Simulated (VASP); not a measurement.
# CoPtO2 (R-3m) in VASP: a series of runs

Aim: see how the results for CoPtO2 move with the level of theory and the settings. Levels: PBE, LDA, PBEsol. Tasks: single point.

Program: VASP 6.6.1. These are calculated values, not measurements. Logs are shortened: lines on timing, memory, paths and dates and some standing lists are left out, and cuts for length are marked.

### Step 1. The cell of the first run

Symmetry: R-3m, No. 166, trigonal system. The conventional cell has a = 2.806 Å, b = 2.806 Å, c = 17.699 Å, α = 90.00°, β = 90.00°, γ = 120.00°. Pt (site symmetry -3m) has 2 O at 1.99 Å within 2.6 Å. Co (site symmetry -3m) has 6 O at 1.88 Å within 2.5 Å. Within 2.6 Å of O (site symmetry 3m) lie 3 Co at 1.88 Å and 1 Pt at 1.99 Å and 3 O at 2.52 Å.

### Step 2. Single point, PBE, collinear spin, ferromagnetic start

Input file INCAR:

```
SYSTEM = CoPtO2
PREC = Accurate
ENCUT = 600
EDIFF = 1E-6
ISMEAR = -1
SIGMA = 0.05
LREAL = .FALSE.
LASPH = .TRUE.
NELM = 200
ALGO = Normal
ISIF = 2
LWAVE = .FALSE.
LCHARG = .FALSE.
ISPIN = 2
MAGMOM = 0 2 0 0
LORBIT = 11
LMAXMIX = 4
GGA = PE
NBANDS = 36
GGA_COMPAT = .FALSE.
```

Input file KPOINTS:

```
regular mesh
0
G
  11 11 11
  0 0 0
```

Input file POSCAR:

```
CoPtO2
1.0
    1.4027913101      0.8099019405      5.8995262364
   -1.4027913101      0.8099019405      5.8995262364
    0.0000000000     -1.6198038810      5.8995262364
Pt Co O
1 1 2
Direct
    0.0000000000      0.0000000000      0.0000000000
    0.5000000000      0.5000000000      0.5000000000
    0.1122440300      0.1122440300      0.1122440300
    0.8877559700      0.8877559700      0.8877559700
```

Potentials or basis: VASP PAW PBE potentials, release 64 (Pt_sv_GW, Co_sv, O).

The run is started by

```
cat potpaw_PBE.64/Pt_sv_GW/POTCAR potpaw_PBE.64/Co_sv/POTCAR potpaw_PBE.64/O/POTCAR > POTCAR
mpirun -np 1 vasp_std > vasp.out
```

OUTCAR:

```text
SYSTEM = CoPtO2
   PREC = Accurate
   ENCUT = 600
   EDIFF = 1E-6
   ISMEAR = -1
   LREAL = .FALSE.
   LASPH = .TRUE.
   NELM = 200
   ISIF = 2
   ISPIN = 2
   LORBIT = 11
   GGA = PE

 ion  position               nearest neighbor table
   1  0.000  0.000  0.000-   3 1.99   4 1.99
   2  0.500  0.500  0.500-   3 1.88   4 1.88   3 1.88   3 1.88   4 1.88   4 1.88
   3  0.112  0.112  0.112-   2 1.88   2 1.88   2 1.88   1 1.99
   4  0.888  0.888  0.888-   2 1.88   2 1.88   2 1.88   1 1.99

  LATTYP: Found a trigonal (rhomboedric) cell.
 ALAT       =     6.1178570126
 COS(alpha) =     0.8948480128

  Lattice vectors:

 A1 = (   1.4027913101,   0.8099019405,   5.8995262364)
 A2 = (  -1.4027913101,   0.8099019405,   5.8995262364)
 A3 = (   0.0000000000,  -1.6198038810,   5.8995262364)

Analysis of symmetry for initial positions (statically):
=====================================================================
 Subroutine PRICEL returns:
 Original cell was already a primitive cell.

 Routine SETGRP: Setting up the symmetry group for a
 trigonal (rhombohedral) supercell.

 Subroutine GETGRP returns: Found 12 space group operations
 (whereof 12 operations were pure point group operations)
 out of a pool of 12 trial point group operations.

The static configuration has the point symmetry D_3d.

Analysis of symmetry for dynamics (positions and initial velocities):
=====================================================================
 Subroutine PRICEL returns:
 Original cell was already a primitive cell.

 Routine SETGRP: Setting up the symmetry group for a
 trigonal (rhombohedral) supercell.

 Subroutine GETGRP returns: Found 12 space group operations
 (whereof 12 operations were pure point group operations)
 out of a pool of 12 trial point group operations.

The dynamic configuration has the point symmetry D_3d.

Analysis of structural, dynamic, and magnetic symmetry:
=====================================================================
 Subroutine PRICEL returns:
 Original cell was already a primitive cell.

 Routine SETGRP: Setting up the symmetry group for a
 trigonal (rhombohedral) supercell.

 Subroutine GETGRP returns: Found 12 space group operations
 (whereof 12 operations were pure point group operations)
 out of a pool of 12 trial point group operations.

The overall configuration has the point symmetry D_3d.

 Subroutine INISYM returns: Found 12 space group operations
 (whereof 12 operations are pure point group operations),
 and found     1 'primitive' translations

----------------------------------------------------------------------------------------

                                     Primitive cell

  volume of cell :      40.2155

  direct lattice vectors                    reciprocal lattice vectors
     1.402791310  0.809901940  5.899526236     0.356432205  0.205786230  0.056501712
    -1.402791310  0.809901940  5.899526236    -0.356432205  0.205786230  0.056501712
     0.000000000 -1.619803881  5.899526236     0.000000000 -0.411572459  0.056501712

  length of vectors
     6.117857013  6.117857013  6.117857013     0.415432705  0.415432705  0.415432705

  position of ions in fractional coordinates (direct lattice)
     0.000000000  0.000000000  0.000000000
     0.500000000  0.500000000  0.500000000
     0.112244030  0.112244030  0.112244030
     0.887755970  0.887755970  0.887755970

  ion indices of the primitive-cell ions
   primitive index   ion index
                 1           1
                 2           2
                 3           3
                 4           4

----------------------------------------------------------------------------------------

 KPOINTS: regular mesh

Automatic generation of k-mesh.
 Grid dimensions read from file:
 generate k-points for:   11   11   11

 Generating k-lattice:

  Cartesian coordinates                     Fractional coordinates (reciprocal lattice)
     0.032402928  0.018707839  0.005136519     0.090909091  0.000000000 -0.000000000
    -0.032402928  0.018707839  0.005136519     0.000000000  0.090909091 -0.000000000
     0.000000000 -0.037415678  0.005136519    -0.000000000 -0.000000000  0.090909091

  Length of vectors
     0.037766610  0.037766610  0.037766610

  Shift w.r.t. Gamma in fractional coordinates (k-lattice)
     0.000000000  0.000000000  0.000000000

 Subroutine IBZKPT returns following result:
 ===========================================

 Found    146 irreducible k-points:

 Following reciprocal coordinates:
            Coordinates               Weight
  0.000000  0.000000  0.000000      1.000000
  0.090909  0.000000 -0.000000      6.000000
  0.181818 -0.000000  0.000000      6.000000
  0.272727  0.000000 -0.000000      6.000000
  0.363636  0.000000 -0.000000      6.000000
  0.454545 -0.000000  0.000000      6.000000
[... 16 lines left out ...]
 -0.272727  0.181818  0.000000     12.000000
 -0.181818  0.181818  0.000000      6.000000
 [... further k-points ...]
   k-points           NKPTS =    146   k-points in BZ     NKDIM =    146   number of bands    NBANDS=     36
   number of dos      NEDOS =    301   number of ions     NIONS =      4
   total plane-waves  NPLWV = 125000
   dimension x,y,z NGX =    50 NGY =   50 NGZ =   50
   dimension x,y,z NGXF=   100 NGYF=  100 NGZF=  100
   ions per type =               1   1   2
   NGX,Y,Z   is equivalent  to a cutoff of  13.59, 13.59, 13.59 a.u.
   NGXF,Y,Z  is equivalent  to a cutoff of  27.17, 27.17, 27.17 a.u.
 SYSTEM =  CoPtO2
   PREC   = accura    normal or accurate (medium, high low for compatibility)
   ISTART =      0    job   : 0-new  1-cont  2-samecut
   ICHARG =      2    charge: 1-file 2-atom 10-const
   ISPIN  =      2    spin polarized calculation?
   LNONCOLLINEAR =      F non collinear calculations
   LSORBIT =      F    spin-orbit coupling
   LASPH  =      T    aspherical Exc in radial PAW
   ENCUT  =  600.0 eV  44.10 Ry    6.64 a.u.  12.22 12.22 12.22*2*pi/ulx,y,z
   NELM   =    200;   NELMIN=  2; NELMDL= -5     # of ELM steps
   EDIFF  = 0.1E-05   stopping-criterion for ELM
   LREAL  =      F    real-space projection
[... 7 lines left out ...]
   TEBEG  =    0.0;   TEEND  =   0.0 temperature during run
   PSTRESS=    0.0 pullay stress
   NELECT =      47.0000    total number of electrons
   NUPDOWN=      -1.0000    fix difference up-down
   EMIN   =  10.00;   EMAX   =-10.00  energy-range for DOS
   EFERMI =   0.00;   METHOD = LEGACY
   ISMEAR =    -1;   SIGMA  =   0.05  broadening in eV -4-tet -1-fermi 0-gaus
   EFERMI_NEDOS =   21; number of points for ismear=-14 and -15
   IALGO  =     38    algorithm
   IMIX   =      4    mixing-type and parameters
     AMIX     =   0.40;   BMIX     =  1.00
     AMIX_MAG =   1.60;   BMIX_MAG =  1.00
  volume/ion in A,a.u.               =      10.05        67.85
  Fermi-wavevector in a.u.,A,eV,Ry     =   1.724419  3.258680 40.458572  2.973621
  Thomas-Fermi vector in A             =   2.800111
   LORBIT       =     11    0 simple, 1 ext, 2 COOP (PROOUT), +10 PAW based schemes
   GGA     = PE    functional components
   LHFCALC =     F    Hartree Fock is set to
   AEXX    =    0.0000 exact exchange contribution
   IVDW    =     0    specifies the selected vdW correction
   LEPSILON=     F    determine dielectric tensor
   LRPA    =     F    only Hartree local field effects (RPA)
 spin polarized calculation
  energy-cutoff  :      600.00
  volume of cell :       40.22
 maximum number of plane-waves:      1376
 NGX is ok and might be reduce to    50
   NGX = 25   NGY = 25   NGZ = 25

 number of electron      46.9999980 magnetization      -0.0064603

 number of electron      46.9999980 magnetization       0.0004781

 Free energy of the ion-electron system (eV)
  ---------------------------------------------------
  ext. energy  EPLUGINS =         0.00000000
  ---------------------------------------------------
  free energy    TOTEN  =       -26.51489200 eV

  energy without entropy =      -26.51188049  energy(sigma->0) =      -26.51338625

 E-fermi :   9.4415     XC(G=0): -13.1590

 val. band max:        9.3469526416   @ k =  -0.2727  -0.2727   0.1818
 cond. band min:       9.5612145521   @ k =   0.4545   0.4545   0.0000
 fundamental gap:      0.2142619106
 Fermi energy:         9.4415065494

 spin component 1

 k-point     1 :       0.0000    0.0000    0.0000
  band No.  band energies     occupation
      1     -89.5332      1.00000
      2     -86.4214      1.00000
      3     -49.7001      1.00000
      4     -49.7001      1.00000
      5     -49.6735      1.00000
      6     -44.0882      1.00000
[... 27 lines left out ...]
     34      27.8933      0.00000
     35      31.0324      0.00000

 k-point     2 :       0.0909    0.0000   -0.0000
  band No.  band energies     occupation
      1     -89.5318      1.00000
      2     -86.4207      1.00000
      3     -49.7071      1.00000
      4     -49.7020      1.00000
      5     -49.6721      1.00000
      6     -44.0851      1.00000
[... 27 lines left out ...]
     34      27.4324      0.00000
     35      29.7459      0.00000

 k-point     3 :       0.1818   -0.0000    0.0000
  band No.  band energies     occupation
      1     -89.5276      1.00000
      2     -86.4190      1.00000
      3     -49.7245      1.00000
      4     -49.7060      1.00000
      5     -49.6689      1.00000
      6     -44.0770      1.00000
[... 27 lines left out ...]
     34      27.9145      0.00000
     35      28.7064      0.00000
[... 723 lines left out ...]
 k-point    23 :      -0.2727    0.1818    0.0000
  band No.  band energies     occupation
      1     -89.5160      1.00000
      2     -86.4138      1.00000
      3     -49.7664      1.00000
      4     -49.7284      1.00000
      5     -49.6605      1.00000
      6     -44.0534      1.00000
[... 27 lines left out ...]
     34      26.3280      0.00000
     35      27.2823      0.00000

 k-point    24 :      -0.1818    0.1818    0.0000
  band No.  band energies     occupation
      1     -89.5200      1.00000
      2     -86.4156      1.00000
      3     -49.7532      1.00000
      4     -49.7196      1.00000
      5     -49.6632      1.00000
      6     -44.0614      1.00000
[... 27 lines left out ...]
     34      27.2495      0.00000
     35      27.6098      0.00000

 [... further k-points ...]

 spin component 2

 k-point     1 :       0.0000    0.0000    0.0000
  band No.  band energies     occupation
      1     -89.5331      1.00000
      2     -86.4211      1.00000
      3     -49.6999      1.00000
      4     -49.6999      1.00000
      5     -49.6733      1.00000
      6     -44.0881      1.00000
[... 27 lines left out ...]
     34      27.8935      0.00000
     35      31.0327      0.00000

 k-point     2 :       0.0909    0.0000   -0.0000
  band No.  band energies     occupation
      1     -89.5317      1.00000
      2     -86.4205      1.00000
      3     -49.7069      1.00000
      4     -49.7018      1.00000
      5     -49.6719      1.00000
      6     -44.0850      1.00000
[... 27 lines left out ...]
     34      27.4325      0.00000
     35      29.7460      0.00000

 k-point     3 :       0.1818   -0.0000    0.0000
  band No.  band energies     occupation
      1     -89.5276      1.00000
      2     -86.4187      1.00000
      3     -49.7243      1.00000
      4     -49.7057      1.00000
      5     -49.6686      1.00000
      6     -44.0769      1.00000
[... 27 lines left out ...]
     34      27.9146      0.00000
     35      28.7064      0.00000
[... 723 lines left out ...]
 k-point    23 :      -0.2727    0.1818    0.0000
  band No.  band energies     occupation
      1     -89.5160      1.00000
      2     -86.4136      1.00000
      3     -49.7662      1.00000
      4     -49.7282      1.00000
      5     -49.6602      1.00000
      6     -44.0533      1.00000
[... 27 lines left out ...]
     34      26.3280      0.00000
     35      27.2823      0.00000

 k-point    24 :      -0.1818    0.1818    0.0000
  band No.  band energies     occupation
      1     -89.5199      1.00000
      2     -86.4153      1.00000
      3     -49.7530      1.00000
      4     -49.7194      1.00000
      5     -49.6630      1.00000
      6     -44.0613      1.00000
[... 27 lines left out ...]
     34      27.2495      0.00000
     35      27.6098      0.00000

 [... further k-points ...]

 [bands above 35 left out]

------------------------ aborting loop because EDIFF is reached ----------------------------------------

  FORCE on cell =-STRESS in cart. coord.  units (eV):
  Direction    XX          YY          ZZ          XY          YZ          ZX
  --------------------------------------------------------------------------------------
  -------------------------------------------------------------------------------------
  Total        2.4270497      2.4270497      2.6239474     -0.0000000      0.0000000      0.0000000
  in kB       96.6930720     96.6930720    104.5374275     -0.0000000      0.0000000      0.0000000
  external PRESSURE =      99.3078571 kB  Pullay stress =       0.0000000 kB

 VOLUME and BASIS-vectors are now :
 -----------------------------------------------------------------------------
  energy-cutoff  :      600.00
  volume of cell :       40.22
      direct lattice vectors                 reciprocal lattice vectors
     1.402791310  0.809901940  5.899526236     0.356432205  0.205786230  0.056501712
    -1.402791310  0.809901940  5.899526236    -0.356432205  0.205786230  0.056501712
     0.000000000 -1.619803881  5.899526236     0.000000000 -0.411572459  0.056501712

 POSITION                                       TOTAL-FORCE (eV/Angst)
 -----------------------------------------------------------------------------------
      0.00000      0.00000      0.00000         0.000000      0.000000      0.000000
      0.00000      0.00000      8.84929         0.000000      0.000000     -0.000000
      0.00000      0.00000      1.98656         0.000000     -0.000000     -0.115676
      0.00000      0.00000     15.71202         0.000000      0.000000      0.115676
 -----------------------------------------------------------------------------------
    total drift:                               -0.000000     -0.000000     -0.000000

  FREE ENERGIE OF THE ION-ELECTRON SYSTEM (eV)
  ---------------------------------------------------
  free  energy   TOTEN  =       -26.5148920027 eV

  energy  without entropy=      -26.5118804882  energy(sigma->0) =      -26.51338625

 total charge

# of ion       s       p       d       f       tot
--------------------------------------------------
    1        4.260   6.085   7.441   0.034  17.821
    2        2.210   6.146   6.713   0.000  15.068
    3        1.553   3.480   0.000   0.000   5.033
    4        1.553   3.480   0.000   0.000   5.033
--------------------------------------------------
tot          9.576  19.191  14.154   0.034  42.955

 magnetization (x)

# of ion       s       p       d       f       tot
--------------------------------------------------
    1        0.000  -0.000   0.000  -0.000   0.000
    2       -0.000  -0.000   0.000   0.000   0.000
    3        0.000   0.000   0.000   0.000   0.000
    4        0.000   0.000   0.000   0.000   0.000
--------------------------------------------------
tot          0.000   0.000   0.000  -0.000   0.000
```

Run time: 17 min. Hardware: 1 thread of Intel Xeon 6975P-C (Granite Rapids), shared host; peak memory 0.76 GiB.

Results:

```yaml
Free_energy: -26.5149 eV
Pressure: 9.9 GPa
Largest_force: 0.116 eV/Å
Net_moment: 0.00 μB per cell
Valence_electrons_inside_the_program's_atomic_spheres: Pt 17.82; Co 15.07; O 5.03
```

Forces in eV/Å, atoms in the order of the input:
```
Pt   0.000  0.000  0.000
Co   0.000  0.000  0.000
O    0.000  0.000 -0.116
O    0.000  0.000  0.116
```

Caveat: the cell stands under pressure; spin-orbit coupling is left out, which moves the levels of the heavy elements; semilocal functionals often make such compounds metallic where correlation or magnetic order opens a gap, which also shifts bond lengths.

### Step 3. Single point, LDA, collinear spin, ferromagnetic start (10.05 Å³/atom)

Input file INCAR:

```
  ALGO = Normal
  EDIFF = 1E-6
  ENCUT = 520
  ISIF = 2
  ISMEAR = -1
  ISPIN = 2
  LASPH = True
  LCHARG = True
  LELF = True
  LMAXMIX = 4
  LORBIT = 11
  LREAL = False
  LVHAR = True
  LWAVE = False
  MAGMOM = 0 2 0 0
  NBANDS = 28
  NELM = 150
  PREC = Accurate
  SIGMA = 0.05
```

Input file KPOINTS:

```
k-points
0
Gamma
  11 11 11
```

POSCAR is that of step 2.

Potentials or basis: VASP PAW LDA potentials, release 64 (Pt, Co, O).

The run is started by

```
cat potpaw_LDA.64/Pt/POTCAR potpaw_LDA.64/Co/POTCAR potpaw_LDA.64/O/POTCAR > POTCAR
mpirun -np 1 vasp_std > vasp.out
```

Wall time 27 min (1 thread of Intel Xeon Platinum 8375C at 2.90GHz (Ice Lake), shared host); peak memory 0.46 GiB.

The run converged. Its results:

```
Free energy                                           : -30.9052 eV
Pressure                                              : -6.1 GPa
Largest force                                         : 0.053 eV/Å
Net moment                                            : 0.00 μB per cell
Valence electrons inside the program's atomic spheres : Pt 9.29; Co 8.56; O 4.99
```

Forces in eV/Å, atoms in the order of the input:
```
Pt   0.000  0.000  0.000
Co   0.000  0.000  0.000
O    0.000  0.000  0.053
O    0.000  0.000 -0.053
```

Stress tensor (GPa, compression positive):
```
-5.57  0.00  0.00
 0.00 -5.57  0.00
 0.00  0.00 -7.30
```

Levels at points of the mesh, in eV from the Fermi level:
Spin up:
| k point | band 14 | band 15 | band 16 | band 17 | band 18 | band 19 |
| --- | --- | --- | --- | --- | --- | --- |
| (0.00, 0.00, 0.00) | -1.70 | -1.70 | -1.53 | 1.82 | 1.82 | 2.84 |
Spin down:
| k point | band 12 | band 13 | band 14 | band 15 | band 16 | band 17 | band 18 | band 19 | band 20 | band 21 |
| --- | --- | --- | --- | --- | --- | --- | --- | --- | --- | --- |
| (0.00, 0.00, 0.00) | -1.97 | -1.97 | -1.70 | -1.70 | -1.53 | 1.82 | 1.82 | 2.84 | 5.37 | 9.03 |

Caveat: the cell stands under tension; spin-orbit coupling is left out, which moves the levels of the heavy elements; semilocal functionals often make such compounds metallic where correlation or magnetic order opens a gap, which also shifts bond lengths.

[end of part 1 of 2]
